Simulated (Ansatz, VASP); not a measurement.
**Sr: VASP beside Ansatz**

INCAR

```
SYSTEM = Sr
PREC     = Accurate       ! precision mode
ENCUT    = 520            ! plane-wave cutoff, eV
EDIFF    = 1E-7           ! SCF threshold, eV
ISMEAR   = -1             ! smearing method
SIGMA    = 0.08           ! smearing width, eV
LREAL    = .False.        ! projectors in reciprocal space
LASPH    = .True.         ! aspherical terms in the spheres
NELM     = 60             ! most SCF steps
ALGO     = Normal         ! electronic algorithm
ISIF     = 2              ! what is computed and relaxed
LWAVE    = .False.        ! write WAVECAR
LCHARG   = .False.        ! write CHGCAR
GGA      = PE             ! functional
NBANDS   = 17             ! bands
```

Contents of KPOINTS:

```
regular mesh
0
Gamma
  10 10 5
  0 0 0
```

File POSCAR:

```
Sr
1.0
    4.2517498339      0.0000000000      0.0000000000
   -2.1258749170      3.6821233666      0.0000000000
    0.0000000000      0.0000000000      6.9547180496
Sr
2
Direct
    0.3333333333      0.6666666667      0.2500000000
    0.6666666667      0.3333333333      0.7500000000
```

Input for Ansatz:

```yaml
crystal:
  lattice:
    - [4.2517498339, 0.0, 0.0]
    - [-2.125874917, 3.6821233666, 0.0]
    - [0.0, 0.0, 6.9547180496]
  atoms:
    - { symbol: Sr, position: [0.3333333333, 0.6666666667, 0.25] }
    - { symbol: Sr, position: [0.6666666667, 0.3333333333, 0.75] }
kpoints:
  mp_grid: { grid: [10, 10, 5] }
scf:
  occupations: { method: fermi_dirac, width: 0.08 }
hamiltonian:
  xc: pbe
  pseudopotentials: { kind: all_electron, lapw: { basis_error: 0.001 } }
output:
  forces: true
  stress: true
  eigenvalues: true
```

Change from the starting cell: volume scaled by 0.96.

Alike in both runs: task single point; functional PBE; k mesh 10 × 10 × 5; occupations fermi-dirac, width 0.08 eV; no spin polarisation.

```csv
,VASP,Ansatz
version,VASP 6.6.1,Ansatz 0.2.0
potentials or method,"VASP PAW PBE potentials, release 64 (Sr_sv), cutoff 520 eV","all-electron LAPW, scalar-relativistic"
```

```tsv
	VASP	Ansatz	Ansatz less VASP
pressure (GPa)	0.2	0.2	0.00
traceless stress, the component that is largest in VASP (GPa)	0.09	0.09	+0.001
```

Ansatz ran all-electron here, and VASP with PAW potentials.
